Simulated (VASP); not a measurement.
# MgIn2N2 (R-3m) in VASP: a series of runs

The runs below take MgIn2N2 through single point, with LDA.

Everything below comes from runs of VASP 6.6.1. Logs are shortened: lines on timing, memory, paths and dates and some standing lists are left out, and cuts for length are marked.

## Step 1: The cell of the first run

It takes space group R-3m (No. 166, trigonal). Conventional cell: a = 3.261 Å, b = 3.261 Å, c = 22.723 Å, α = 90.00°, β = 90.00°, γ = 120.00°. Within 3.0 Å of Mg (site symmetry -3m) lie 6 N at 2.28 Å. Within 2.9 Å of In (site symmetry 3m) lie 3 N at 2.20 Å and 1 In at 2.74 Å. N (site symmetry 3m) has 3 In at 2.20 Å and 3 Mg at 2.28 Å within 2.9 Å.

## Step 2: Single point, LDA

INCAR

```
SYSTEM = MgIn2N2
PREC     = Accurate       ! precision mode
ENCUT    = 520            ! plane-wave cutoff, eV
EDIFF    = 1E-6           ! SCF threshold, eV
ISMEAR   = 0              ! smearing method
SIGMA    = 0.01           ! smearing width, eV
LREAL    = .FALSE.        ! projectors in reciprocal space
LASPH    = .TRUE.         ! aspherical terms in the spheres
NELM     = 80             ! most SCF steps
ALGO     = Normal         ! electronic algorithm
ISIF     = 2              ! what is computed and relaxed
LWAVE    = .FALSE.        ! write WAVECAR
LCHARG   = .FALSE.        ! write CHGCAR
NBANDS   = 27             ! bands
```

KPOINTS

```
Automatic mesh
0
G
  6 6 6
  0 0 0
```

POSCAR

```
MgIn2N2
1.0
    1.6305739878      0.9414119431      7.5741706927
   -1.6305739878      0.9414119431      7.5741706927
    0.0000000000     -1.8828248616      7.5741706926
Mg In N
1 2 2
Direct
    0.0000000000      0.0000000000      0.0000000000
    0.4396585195      0.4396585195      0.4396585193
    0.5603414805      0.5603414805      0.5603414807
    0.2768541483      0.2768541483      0.2768541485
    0.7231458517      0.7231458517      0.7231458515
```

Potentials or basis: VASP PAW LDA potentials, release 64 (Mg, In_d, N).

Command:

```
$ cat potpaw_LDA.64/Mg/POTCAR potpaw_LDA.64/In_d/POTCAR potpaw_LDA.64/N/POTCAR > POTCAR
$ mpirun -np 1 vasp_std > vasp.out
```

OUTCAR:

```text
SYSTEM = MgIn2N2
   PREC = Accurate
   ENCUT = 520
   EDIFF = 1E-6
   ISMEAR = 0
   LREAL = .FALSE.
   LASPH = .TRUE.
   NELM = 80
   ISIF = 2

 ion  position               nearest neighbor table
   1  0.000  0.000  0.000-   5 2.28   4 2.28   5 2.28   5 2.28   4 2.28   4 2.28   2 3.06   3 3.06
                             2 3.06   3 3.06   2 3.06   3 3.06
   2  0.440  0.440  0.440-   5 2.20   5 2.20   5 2.20   3 2.74   1 3.06   1 3.06   1 3.06
   3  0.560  0.560  0.560-   4 2.20   4 2.20   4 2.20   2 2.74   1 3.06   1 3.06   1 3.06
   4  0.277  0.277  0.277-   3 2.20   3 2.20   3 2.20   1 2.28   1 2.28   1 2.28
   5  0.723  0.723  0.723-   2 2.20   2 2.20   2 2.20   1 2.28   1 2.28   1 2.28

  LATTYP: Found a trigonal (rhomboedric) cell.
 ALAT       =     7.8046838282
 COS(alpha) =     0.9127027854

  Lattice vectors:

 A1 = (   1.6305739878,   0.9414119431,   7.5741706927)
 A2 = (  -1.6305739878,   0.9414119431,   7.5741706927)
 A3 = (   0.0000000000,  -1.8828248616,   7.5741706926)

Analysis of symmetry for initial positions (statically):
=====================================================================
 Subroutine PRICEL returns:
 Original cell was already a primitive cell.

 Routine SETGRP: Setting up the symmetry group for a
 trigonal (rhombohedral) supercell.

 Subroutine GETGRP returns: Found 12 space group operations
 (whereof 12 operations were pure point group operations)
 out of a pool of 12 trial point group operations.

The static configuration has the point symmetry D_3d.

Analysis of symmetry for dynamics (positions and initial velocities):
=====================================================================
 Subroutine PRICEL returns:
 Original cell was already a primitive cell.

 Routine SETGRP: Setting up the symmetry group for a
 trigonal (rhombohedral) supercell.

 Subroutine GETGRP returns: Found 12 space group operations
 (whereof 12 operations were pure point group operations)
 out of a pool of 12 trial point group operations.

The dynamic configuration has the point symmetry D_3d.

 Subroutine INISYM returns: Found 12 space group operations
 (whereof 12 operations are pure point group operations),
 and found     1 'primitive' translations

----------------------------------------------------------------------------------------

                                     Primitive cell

  volume of cell :      69.7600

  direct lattice vectors                    reciprocal lattice vectors
     1.630573988  0.941411943  7.574170693     0.306640486  0.177038979  0.044009226
    -1.630573988  0.941411943  7.574170693    -0.306640486  0.177038979  0.044009226
     0.000000000 -1.882824862  7.574170693     0.000000000 -0.354077958  0.044009203
[... 96 lines left out ...]
   ISIF   =      2    stress and relaxation
   ISYM   =      2    0-nonsym 1-usesym 2-fastsym
   POTIM  = 0.5000    time-step for ionic-motion
   TEBEG  =    0.0;   TEEND  =   0.0 temperature during run
   PSTRESS=    0.0 pullay stress
   NELECT =      38.0000    total number of electrons
   NUPDOWN=      -1.0000    fix difference up-down
   EMIN   =  10.00;   EMAX   =-10.00  energy-range for DOS
   EFERMI =   0.00;   METHOD = LEGACY
   ISMEAR =     0;   SIGMA  =   0.01  broadening in eV -4-tet -1-fermi 0-gaus
   EFERMI_NEDOS =   21; number of points for ismear=-14 and -15
   IALGO  =     38    algorithm
   IMIX   =      4    mixing-type and parameters
     AMIX     =   0.40;   BMIX     =  1.00
     AMIX_MAG =   1.60;   BMIX_MAG =  1.00
  volume/ion in A,a.u.               =      13.95        94.15
  Fermi-wavevector in a.u.,A,eV,Ry     =   1.337007  2.526578 24.321620  1.787589
  Thomas-Fermi vector in A             =   2.465590
   LORBIT       =      0    0 simple, 1 ext, 2 COOP (PROOUT), +10 PAW based schemes
   GGA     = CA    functional components
   LHFCALC =     F    Hartree Fock is set to
   AEXX    =    0.0000 exact exchange contribution
   IVDW    =     0    specifies the selected vdW correction
   LEPSILON=     F    determine dielectric tensor
   LRPA    =     F    only Hartree local field effects (RPA)
 non-spin polarized calculation
 Gauss-broadening in eV      SIGMA  =   0.01
  energy-cutoff  :      520.00
  volume of cell :       69.76
 maximum number of plane-waves:      1898
 NGX is ok and might be reduce to    60
   NGX = 29   NGY = 29   NGZ = 29

 number of electron      38.0000000 magnetization

 Free energy of the ion-electron system (eV)
  ---------------------------------------------------
  ext. energy  EPLUGINS =         0.00000000
  ---------------------------------------------------
  free energy    TOTEN  =       -28.14902867 eV

  energy without entropy =      -28.14902867  energy(sigma->0) =      -28.14902867

 E-fermi :   7.1744     XC(G=0): -11.4851

 val. band max:        7.0732192870   @ k =   0.5000   0.5000   0.5000
 cond. band min:       7.5603868525   @ k =   0.5000   0.5000   0.5000
 fundamental gap:      0.4871675655
 Fermi energy:         7.1743564171

 k-point     1 :       0.0000    0.0000    0.0000
  band No.  band energies     occupation
      1      -7.7389      2.00000
      2      -7.2615      2.00000
      3      -6.9878      2.00000
      4      -6.7442      2.00000
      5      -6.7442      2.00000
      6      -6.7195      2.00000
[... 709 lines left out ...]
     26      15.6753      0.00000
     27      16.0953      0.00000

 [... further k-points ...]

------------------------ aborting loop because EDIFF is reached ----------------------------------------

  FORCE on cell =-STRESS in cart. coord.  units (eV):
  Direction    XX          YY          ZZ          XY          YZ          ZX
  --------------------------------------------------------------------------------------
  -------------------------------------------------------------------------------------
  Total       -0.0783350     -0.0783350     -0.0037538      0.0000000      0.0000000      0.0000000
  in kB       -1.7991191     -1.7991189     -0.0862128      0.0000000      0.0000000      0.0000000
  external PRESSURE =      -1.2281503 kB  Pullay stress =       0.0000000 kB

 VOLUME and BASIS-vectors are now :
 -----------------------------------------------------------------------------
  energy-cutoff  :      520.00
  volume of cell :       69.76
      direct lattice vectors                 reciprocal lattice vectors
     1.630573988  0.941411943  7.574170693     0.306640486  0.177038979  0.044009226
    -1.630573988  0.941411943  7.574170693    -0.306640486  0.177038979  0.044009226
     0.000000000 -1.882824862  7.574170693     0.000000000 -0.354077958  0.044009203

 POSITION                                       TOTAL-FORCE (eV/Angst)
 -----------------------------------------------------------------------------------
      0.00000      0.00000      0.00000         0.000000     -0.000000     -0.000000
      0.00000     -0.00000      9.99015         0.000000      0.000000     -0.082386
      0.00000     -0.00000     12.73237         0.000000     -0.000000      0.082386
      0.00000     -0.00000      6.29082         0.000000     -0.000000      0.062061
      0.00000     -0.00000     16.43169         0.000000      0.000000     -0.062061
 -----------------------------------------------------------------------------------
    total drift:                               -0.000000     -0.000000     -0.000000

  FREE ENERGIE OF THE ION-ELECTRON SYSTEM (eV)
  ---------------------------------------------------
  free  energy   TOTEN  =       -28.1490286674 eV

  energy  without entropy=      -28.1490286674  energy(sigma->0) =      -28.14902867
```

Wall time 2.3 min (1 thread of AMD EPYC 9R45 (Zen 5), shared host); peak memory 0.36 GiB.

What came out:

* Free energy: -28.1490 eV
* Pressure: -0.1 GPa
* Largest force: 0.082 eV/Å
* Band gap on the k mesh: 0.49 eV, direct

Forces in eV/Å, atoms in the order of the input:
```
Mg   0.000  0.000  0.000
In   0.000  0.000 -0.082
In   0.000  0.000  0.082
N    0.000  0.000  0.062
N    0.000  0.000 -0.062
```

Stress tensor (GPa, compression positive):
```
-0.18  0.00  0.00
 0.00 -0.18  0.00
 0.00  0.00 -0.01
```

Caveat: spin-orbit coupling is left out, which moves the levels of the heavy elements.

(Part 1 of 2 ends here.)
